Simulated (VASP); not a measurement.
# ZnRhC4N4 (P-43m) in VASP: a series of runs

The runs below take ZnRhC4N4 through single point, with PBE.

Program: VASP 6.6.1. These are calculated values, not measurements. Logs are shortened: lines on timing, memory, paths and dates and some standing lists are left out, and cuts for length are marked.

## Step 1: The cell of the first run

Symmetry: P-43m, No. 215, cubic system. Conventional cell: a = 5.883 Å, b = 5.883 Å, c = 5.883 Å, α = 90.00°, β = 90.00°, γ = 90.00°. Zn (site symmetry -43m) has 4 C at 1.92 Å within 2.5 Å. Within 2.7 Å of Rh (site symmetry -43m) lie 4 N at 2.01 Å. Within 1.6 Å of C (site symmetry 3m) lie 1 N at 1.17 Å. Within 1.6 Å of N (site symmetry 3m) lie 1 C at 1.17 Å.

## Step 2: Single point, PBE, collinear spin, ferromagnetic start

Contents of INCAR:

```
SYSTEM = ZnRhC4N4
PREC = Accurate ; ENCUT = 520
EDIFF = 1E-6 ; ISMEAR = 0
SIGMA = 0.1 ; LREAL = .FALSE.
LASPH = .TRUE. ; NELM = 150
ALGO = Normal ; ISIF = 2
LWAVE = .FALSE. ; LCHARG = .FALSE.
ISPIN = 2 ; MAGMOM = 0 1 0 0 0 0 0 0 0 0
LORBIT = 11 ; LMAXMIX = 4
GGA = PE ; NBANDS = 46
```

Contents of KPOINTS:

```
Automatic mesh
0
G
  4 4 4
  0 0 0
```

Contents of POSCAR:

```
ZnRhC4N4
1.0
    5.8826218900      0.0000000000      0.0000000000
    0.0000000000      5.8826218900      0.0000000000
    0.0000000000      0.0000000000      5.8826218900
Zn Rh C N
1 1 4 4
Direct
    0.0000000000      0.0000000000      0.0000000000
    0.5000000000      0.5000000000      0.5000000000
    0.1881440800      0.1881440800      0.1881440800
    0.1881440800      0.8118559200      0.8118559200
    0.8118559200      0.1881440800      0.8118559200
    0.8118559200      0.8118559200      0.1881440800
    0.3029738000      0.3029738000      0.3029738000
    0.3029738000      0.6970262000      0.6970262000
    0.6970262000      0.3029738000      0.6970262000
    0.6970262000      0.6970262000      0.3029738000
```

Potentials or basis: VASP PAW PBE potentials, release 64 (Zn, Rh_pv, C, N).

On the command line:

```console
$ cat potpaw_PBE.64/Zn/POTCAR potpaw_PBE.64/Rh_pv/POTCAR potpaw_PBE.64/C/POTCAR potpaw_PBE.64/N/POTCAR > POTCAR
$ mpirun -np 1 vasp_std > vasp.out
```

OUTCAR:

```text
SYSTEM = ZnRhC4N4
   PREC = Accurate
   ENCUT = 520
   EDIFF = 1E-6
   ISMEAR = 0
   LREAL = .FALSE.
   LASPH = .TRUE.
   NELM = 150
   ISIF = 2
   ISPIN = 2
   LORBIT = 11
   GGA = PE

 ion  position               nearest neighbor table
   1  0.000  0.000  0.000-   3 1.92   4 1.92   5 1.92   6 1.92
   2  0.500  0.500  0.500-   7 2.01   8 2.01   9 2.01  10 2.01
   3  0.188  0.188  0.188-   7 1.17   1 1.92
   4  0.188  0.812  0.812-   8 1.17   1 1.92
   5  0.812  0.188  0.812-   9 1.17   1 1.92
   6  0.812  0.812  0.188-  10 1.17   1 1.92
   7  0.303  0.303  0.303-   3 1.17   2 2.01
   8  0.303  0.697  0.697-   4 1.17   2 2.01
   9  0.697  0.303  0.697-   5 1.17   2 2.01
  10  0.697  0.697  0.303-   6 1.17   2 2.01

  LATTYP: Found a simple cubic cell.
 ALAT       =     5.8826218900

  Lattice vectors:

 A1 = (   5.8826218900,   0.0000000000,   0.0000000000)
 A2 = (   0.0000000000,   5.8826218900,   0.0000000000)
 A3 = (   0.0000000000,   0.0000000000,   5.8826218900)

Analysis of symmetry for initial positions (statically):
=====================================================================
 Subroutine PRICEL returns:
 Original cell was already a primitive cell.

 Routine SETGRP: Setting up the symmetry group for a
 simple cubic supercell.

 Subroutine GETGRP returns: Found 24 space group operations
 (whereof 24 operations were pure point group operations)
 out of a pool of 48 trial point group operations.

The static configuration has the point symmetry T_d .

Analysis of symmetry for dynamics (positions and initial velocities):
=====================================================================
 Subroutine PRICEL returns:
 Original cell was already a primitive cell.

 Routine SETGRP: Setting up the symmetry group for a
 simple cubic supercell.

 Subroutine GETGRP returns: Found 24 space group operations
 (whereof 24 operations were pure point group operations)
 out of a pool of 48 trial point group operations.

The dynamic configuration has the point symmetry T_d .

Analysis of structural, dynamic, and magnetic symmetry:
=====================================================================
 Subroutine PRICEL returns:
 Original cell was already a primitive cell.

 Routine SETGRP: Setting up the symmetry group for a
 simple cubic supercell.

 Subroutine GETGRP returns: Found 24 space group operations
 (whereof 24 operations were pure point group operations)
 out of a pool of 48 trial point group operations.

The overall configuration has the point symmetry T_d .

 Subroutine INISYM returns: Found 24 space group operations
 (whereof 24 operations are pure point group operations),
 and found     1 'primitive' translations

----------------------------------------------------------------------------------------

                                     Primitive cell

  volume of cell :     203.5695

  direct lattice vectors                    reciprocal lattice vectors
     5.882621890  0.000000000  0.000000000     0.169992228  0.000000000  0.000000000
     0.000000000  5.882621890  0.000000000     0.000000000  0.169992228  0.000000000
     0.000000000  0.000000000  5.882621890     0.000000000  0.000000000  0.169992228

  length of vectors
     5.882621890  5.882621890  5.882621890     0.169992228  0.169992228  0.169992228

  position of ions in fractional coordinates (direct lattice)
     0.000000000  0.000000000  0.000000000
     0.500000000  0.500000000  0.500000000
     0.188144080  0.188144080  0.188144080
     0.188144080  0.811855920  0.811855920
     0.811855920  0.188144080  0.811855920
     0.811855920  0.811855920  0.188144080
     0.302973800  0.302973800  0.302973800
     0.302973800  0.697026200  0.697026200
     0.697026200  0.302973800  0.697026200
     0.697026200  0.697026200  0.302973800

  ion indices of the primitive-cell ions
   primitive index   ion index
                 1           1
                 2           2
                 3           3
                 4           4
                 5           5
                 6           6
                 7           7
                 8           8
                 9           9
                10          10

----------------------------------------------------------------------------------------

 KPOINTS: Automatic mesh

Automatic generation of k-mesh.
 Grid dimensions read from file:
 generate k-points for:    4    4    4

 Generating k-lattice:

  Cartesian coordinates                     Fractional coordinates (reciprocal lattice)
     0.042498057  0.000000000  0.000000000     0.250000000  0.000000000  0.000000000
     0.000000000  0.042498057  0.000000000     0.000000000  0.250000000  0.000000000
     0.000000000  0.000000000  0.042498057     0.000000000  0.000000000  0.250000000

  Length of vectors
     0.042498057  0.042498057  0.042498057

  Shift w.r.t. Gamma in fractional coordinates (k-lattice)
     0.000000000  0.000000000  0.000000000

 Subroutine IBZKPT returns following result:
 ===========================================

 Found     10 irreducible k-points:

 Following reciprocal coordinates:
            Coordinates               Weight
  0.000000  0.000000  0.000000      1.000000
  0.250000  0.000000  0.000000      6.000000
  0.500000  0.000000  0.000000      3.000000
  0.250000  0.250000  0.000000     12.000000
  0.500000  0.250000  0.000000     12.000000
  0.500000  0.500000  0.000000      3.000000
  0.250000  0.250000  0.250000      8.000000
  0.500000  0.250000  0.250000     12.000000
  0.500000  0.500000  0.250000      6.000000
  0.500000  0.500000  0.500000      1.000000
   k-points           NKPTS =     10   k-points in BZ     NKDIM =     10   number of bands    NBANDS=     46
   number of dos      NEDOS =    301   number of ions     NIONS =     10
   total plane-waves  NPLWV = 110592
   dimension x,y,z NGX =    48 NGY =   48 NGZ =   48
   dimension x,y,z NGXF=    96 NGYF=   96 NGZF=   96
   ions per type =               1   1   4   4
   NGX,Y,Z   is equivalent  to a cutoff of  13.57, 13.57, 13.57 a.u.
   NGXF,Y,Z  is equivalent  to a cutoff of  27.13, 27.13, 27.13 a.u.
 SYSTEM =  ZnRhC4N4
   PREC   = accura    normal or accurate (medium, high low for compatibility)
   ISTART =      0    job   : 0-new  1-cont  2-samecut
   ICHARG =      2    charge: 1-file 2-atom 10-const
   ISPIN  =      2    spin polarized calculation?
   LNONCOLLINEAR =      F non collinear calculations
   LSORBIT =      F    spin-orbit coupling
   LASPH  =      T    aspherical Exc in radial PAW
   ENCUT  =  520.0 eV  38.22 Ry    6.18 a.u.  10.94 10.94 10.94*2*pi/ulx,y,z
   NELM   =    150;   NELMIN=  2; NELMDL= -5     # of ELM steps
   EDIFF  = 0.1E-05   stopping-criterion for ELM
   LREAL  =      F    real-space projection
   EDIFFG = 0.1E-04   stopping-criterion for IOM
   NSW    =      0    number of steps for IOM
   IBRION =     -1    ionic relax: 0-MD 1-quasi-New 2-CG
   NFREE  =      0    steps in history (QN), initial steepest desc. (CG)
   ISIF   =      2    stress and relaxation
   ISYM   =      2    0-nonsym 1-usesym 2-fastsym
   POTIM  = 0.5000    time-step for ionic-motion
   TEBEG  =    0.0;   TEEND  =   0.0 temperature during run
   PSTRESS=    0.0 pullay stress
   NELECT =      63.0000    total number of electrons
   NUPDOWN=      -1.0000    fix difference up-down
   EMIN   =  10.00;   EMAX   =-10.00  energy-range for DOS
   EFERMI =   0.00;   METHOD = LEGACY
   ISMEAR =     0;   SIGMA  =   0.10  broadening in eV -4-tet -1-fermi 0-gaus
   EFERMI_NEDOS =   21; number of points for ismear=-14 and -15
   IALGO  =     38    algorithm
   IMIX   =      4    mixing-type and parameters
     AMIX     =   0.40;   BMIX     =  1.00
     AMIX_MAG =   1.60;   BMIX_MAG =  1.00
  volume/ion in A,a.u.               =      20.36       137.38
  Fermi-wavevector in a.u.,A,eV,Ry     =   1.107348  2.092584 16.683727  1.226219
  Thomas-Fermi vector in A             =   2.243861
   LORBIT       =     11    0 simple, 1 ext, 2 COOP (PROOUT), +10 PAW based schemes
   GGA     = PE    functional components
   LHFCALC =     F    Hartree Fock is set to
   AEXX    =    0.0000 exact exchange contribution
   IVDW    =     0    specifies the selected vdW correction
   LEPSILON=     F    determine dielectric tensor
   LRPA    =     F    only Hartree local field effects (RPA)
 spin polarized calculation
 Gauss-broadening in eV      SIGMA  =   0.10
  energy-cutoff  :      520.00
  volume of cell :      203.57
 maximum number of plane-waves:      5520
 NGX is ok and might be reduce to    48
   NGX = 21   NGY = 21   NGZ = 21

 number of electron      62.9999999 magnetization       2.9999152

 Free energy of the ion-electron system (eV)
  ---------------------------------------------------
  ext. energy  EPLUGINS =         0.00000000
  ---------------------------------------------------
  free energy    TOTEN  =       -72.71777326 eV

  energy without entropy =      -72.71777326  energy(sigma->0) =      -72.71777326

 E-fermi :  -1.0151     XC(G=0):  -7.3013

 val. band max:       -1.4799934033   @ k =   0.5000   0.2500   0.0000
 cond. band min:      -0.3943298494   @ k =   0.0000   0.0000   0.0000
 fundamental gap:      1.0856635539
 Fermi energy:        -1.0151086692

 spin component 1

 k-point     1 :       0.0000    0.0000    0.0000
  band No.  band energies     occupation
      1     -48.5629      1.00000
      2     -48.5629      1.00000
      3     -48.5629      1.00000
      4     -18.7188      1.00000
      5     -18.5996      1.00000
      6     -18.5996      1.00000
[... 35 lines left out ...]
     42       4.4819      0.00000
     43       7.9752      0.00000
[... 372 lines left out ...]
      2     -48.5629      1.00000
      3     -48.5629      1.00000
      4     -18.6664      1.00000
      5     -18.6158      1.00000
      6     -18.6158      1.00000
[... 35 lines left out ...]
     42       6.1347      0.00000
     43       6.4997      0.00000
 Fermi energy:        -1.0151086692

 spin component 2

 k-point     1 :       0.0000    0.0000    0.0000
  band No.  band energies     occupation
      1     -46.8929      1.00000
      2     -46.8929      1.00000
      3     -46.8929      1.00000
      4     -18.5811      1.00000
      5     -18.4605      1.00000
      6     -18.4605      1.00000
[... 35 lines left out ...]
     42       4.6344      0.00000
     43       8.3610      0.00000
[... 372 lines left out ...]
      2     -46.8929      1.00000
      3     -46.8929      1.00000
      4     -18.5279      1.00000
      5     -18.4770      1.00000
      6     -18.4770      1.00000
[... 35 lines left out ...]
     42       6.6294      0.00000
     43       6.6294      0.00000
 [bands above 43 left out]

------------------------ aborting loop because EDIFF is reached ----------------------------------------

  FORCE on cell =-STRESS in cart. coord.  units (eV):
  Direction    XX          YY          ZZ          XY          YZ          ZX
  --------------------------------------------------------------------------------------
  -------------------------------------------------------------------------------------
  Total        4.5637906      4.5637906      4.5637906      0.0000000      0.0000000      0.0000000
  in kB       35.9189377     35.9189377     35.9189377      0.0000000      0.0000000      0.0000000
  external PRESSURE =      35.9189377 kB  Pullay stress =       0.0000000 kB

 VOLUME and BASIS-vectors are now :
 -----------------------------------------------------------------------------
  energy-cutoff  :      520.00
  volume of cell :      203.57
      direct lattice vectors                 reciprocal lattice vectors
     5.882621890  0.000000000  0.000000000     0.169992228  0.000000000  0.000000000
     0.000000000  5.882621890  0.000000000     0.000000000  0.169992228  0.000000000
     0.000000000  0.000000000  5.882621890     0.000000000  0.000000000  0.169992228

 POSITION                                       TOTAL-FORCE (eV/Angst)
 -----------------------------------------------------------------------------------
      0.00000      0.00000      0.00000         0.000000      0.000000      0.000000
      2.94131      2.94131      2.94131         0.000000      0.000000      0.000000
      1.10678      1.10678      1.10678         0.543454      0.543454      0.543454
      1.10678      4.77584      4.77584         0.543454     -0.543454     -0.543454
      4.77584      1.10678      4.77584        -0.543454      0.543454     -0.543454
      4.77584      4.77584      1.10678        -0.543454     -0.543454      0.543454
      1.78228      1.78228      1.78228        -0.179173     -0.179173     -0.179173
      1.78228      4.10034      4.10034        -0.179173      0.179173      0.179173
      4.10034      1.78228      4.10034         0.179173     -0.179173      0.179173
      4.10034      4.10034      1.78228         0.179173      0.179173     -0.179173
 -----------------------------------------------------------------------------------
    total drift:                               -0.000000     -0.000000      0.000000

  FREE ENERGIE OF THE ION-ELECTRON SYSTEM (eV)
  ---------------------------------------------------
  free  energy   TOTEN  =       -72.7177732645 eV

  energy  without entropy=      -72.7177732645  energy(sigma->0) =      -72.71777326

 total charge

# of ion       s       p       d       tot
------------------------------------------
    1        0.587   0.834   9.787  11.208
    2        0.326   6.319   6.912  13.557
    3        0.963   1.629   0.000   2.592
    4        0.963   1.629   0.000   2.592
    5        0.963   1.629   0.000   2.592
    6        0.963   1.629   0.000   2.592
    7        1.297   2.595   0.000   3.892
    8        1.297   2.595   0.000   3.892
    9        1.297   2.595   0.000   3.892
   10        1.297   2.595   0.000   3.892
--------------------------------------------------
tot          9.955  24.047  16.699  50.701

 magnetization (x)

# of ion       s       p       d       tot
------------------------------------------
    1        0.001   0.006   0.012   0.019
    2        0.008   0.097   1.922   2.028
    3        0.007   0.053   0.000   0.060
    4        0.007   0.053   0.000   0.060
    5        0.007   0.053   0.000   0.060
    6        0.007   0.053   0.000   0.060
    7        0.019   0.048   0.000   0.067
    8        0.019   0.048   0.000   0.067
    9        0.019   0.048   0.000   0.067
   10        0.019   0.048   0.000   0.067
--------------------------------------------------
tot          0.112   0.509   1.934   2.555
```

Run time: 2.6 min. Hardware: 1 thread of AMD EPYC 9R45 (Zen 5), shared host; peak memory 0.46 GiB.

Results:

```yaml
Free_energy: -72.7178 eV
Pressure: 3.6 GPa
Largest_force: 0.941 eV/Å
Band_gap_on_the_k_mesh: 1.09 eV (least direct gap 1.26 eV)
Net_moment: 3.00 μB per cell
Site_moments: Zn +0.02; Rh +2.03; C +0.06; N +0.07 μB
Valence_electrons_inside_the_program's_atomic_spheres: Zn 11.21; Rh 13.56; C 2.59; N 3.89
```

Forces on the atoms (eV/Å):
```
Zn   0.000  0.000  0.000
Rh   0.000  0.000  0.000
C    0.543  0.543  0.543
C    0.543 -0.543 -0.543
C   -0.543  0.543 -0.543
C   -0.543 -0.543  0.543
N   -0.179 -0.179 -0.179
N   -0.179  0.179  0.179
N    0.179 -0.179  0.179
N    0.179  0.179 -0.179
```

Levels at points of the mesh, in eV from the valence-band top:
Spin up:
```csv
k point,band 30,band 31,band 32,band 33,band 34,band 35,band 36,band 37
"(0.00, 0.00, 0.00)",-1.19,-0.38,-0.38,-0.38,4.49,4.49,4.49,5.14
"(0.50, 0.00, 0.00)",-1.00,-0.24,-0.01,-0.01,4.35,4.35,4.75,4.87
"(0.50, 0.50, 0.00)",-1.02,-0.28,0.00,0.00,4.54,4.54,4.74,4.78
"(0.50, 0.50, 0.50)",-1.05,-0.30,-0.30,-0.30,4.76,4.76,4.76,5.24
```
Spin down:
```tsv
k point	band 27	band 28	band 29	band 30	band 31	band 32	band 33	band 34
(0.00, 0.00, 0.00)	-2.15	-2.15	-0.51	-0.51	1.09	1.09	1.09	4.86
(0.50, 0.00, 0.00)	-2.23	-2.23	-0.40	-0.39	1.28	1.43	1.43	4.55
(0.50, 0.50, 0.00)	-2.20	-2.20	-0.40	-0.36	1.25	1.47	1.47	4.67
(0.50, 0.50, 0.50)	-2.21	-2.21	-0.41	-0.41	1.24	1.24	1.24	5.02
```

Caveat: the cell stands under pressure.

## Step 3: Single point, PBE, collinear spin, ferromagnetic start

This run uses another cell than the first one, of 21.88 Å³/atom.

Contents of INCAR:

```
SYSTEM = ZnRhC4N4
  PREC = Accurate
  ENCUT = 520
  EDIFF = 1E-6
  ISMEAR = 0
  SIGMA = 0.1
  LREAL = .FALSE.
  LASPH = .TRUE.
  NELM = 150
  ALGO = Normal
  ISIF = 2
  LWAVE = .FALSE.
  LCHARG = .TRUE.
  ISPIN = 2
  MAGMOM = 0 1 0 0 0 0 0 0 0 0
  LORBIT = 11
  LMAXMIX = 4
  GGA = PE
  LELF = .TRUE.
  LVHAR = .TRUE.
  NBANDS = 46
```

KPOINTS is that of step 2.

Contents of POSCAR:

```
ZnRhC4N4
1.0
    6.0257164871      0.0000000000      0.0000000000
    0.0000000000      6.0257164871      0.0000000000
    0.0000000000      0.0000000000      6.0257164871
Zn Rh C N
1 1 4 4
Direct
    0.0000000000      0.0000000000      0.0000000000
    0.5000000000      0.5000000000      0.5000000000
    0.1918007667      0.1918007667      0.1918007667
    0.1918007667      0.8081992333      0.8081992333
    0.8081992333      0.1918007667      0.8081992333
    0.8081992333      0.8081992333      0.1918007667
    0.3035978045      0.3035978045      0.3035978045
    0.3035978045      0.6964021955      0.6964021955
    0.6964021955      0.3035978045      0.6964021955
    0.6964021955      0.6964021955      0.3035978045
```

Potentials or basis: VASP PAW PBE potentials, release 64 (Zn, Rh_pv, C, N).

On the command line:

```console
$ cat potpaw_PBE.64/Zn/POTCAR potpaw_PBE.64/Rh_pv/POTCAR potpaw_PBE.64/C/POTCAR potpaw_PBE.64/N/POTCAR > POTCAR
$ mpirun -np 1 vasp_std > vasp.out
```

Wall time 2.5 min (1 thread of AMD EPYC 9R45 (Zen 5), shared host); peak memory 0.47 GiB.

Results (log left out):

```
Free energy                                           : -72.9618 eV
Pressure                                              : 0.7 GPa
Largest force                                         : 0.416 eV/Å
Band gap on the k mesh                                : 1.24 eV (least direct gap 1.38 eV)
Net moment                                            : 3.00 μB per cell
Site moments                                          : Zn +0.01; Rh +2.10; C +0.05; N +0.07 μB
Valence electrons inside the program's atomic spheres : Zn 10.98; Rh 13.46; C 2.58; N 3.89
```

Forces on the atoms (eV/Å):
```
Zn   0.000  0.000  0.000
Rh   0.000  0.000  0.000
C   -0.197 -0.197 -0.197
C   -0.197  0.197  0.197
C    0.197 -0.197  0.197
C    0.197  0.197 -0.197
N    0.240  0.240  0.240
N    0.240 -0.240 -0.240
N   -0.240  0.240 -0.240
N   -0.240 -0.240  0.240
```

Levels at points of the mesh, in eV from the valence-band top:
Spin up:
| k point | band 31 | band 32 | band 33 | band 34 | band 35 | band 36 |
| --- | --- | --- | --- | --- | --- | --- |
| (0.00, 0.00, 0.00) | -0.31 | -0.31 | -0.31 | 4.67 | 4.67 | 4.67 |
| (0.50, 0.00, 0.00) | -0.22 | -0.01 | -0.01 | 4.58 | 4.58 | 4.93 |
| (0.50, 0.50, 0.00) | -0.25 | 0.00 | 0.00 | 4.77 | 4.77 | 4.92 |
| (0.50, 0.50, 0.50) | -0.25 | -0.25 | -0.25 | 4.93 | 4.93 | 4.93 |
Spin down:
```
           k point  band 26  band 27  band 28  band 29  band 30  band 31  band 32  band 33  band 34  band 35
(0.00, 0.00, 0.00)    -2.01    -2.01    -2.01    -0.32    -0.32     1.24     1.24     1.24     4.98     4.98
(0.50, 0.00, 0.00)    -2.25    -2.09    -2.09    -0.26    -0.23     1.39     1.52     1.52     4.76     4.76
(0.50, 0.50, 0.00)    -2.26    -2.07    -2.07    -0.25    -0.21     1.37     1.55     1.55     4.88     4.88
(0.50, 0.50, 0.50)    -2.06    -2.06    -2.06    -0.25    -0.25     1.37     1.37     1.37     5.15     5.15
```

A k mesh can miss the band edges.
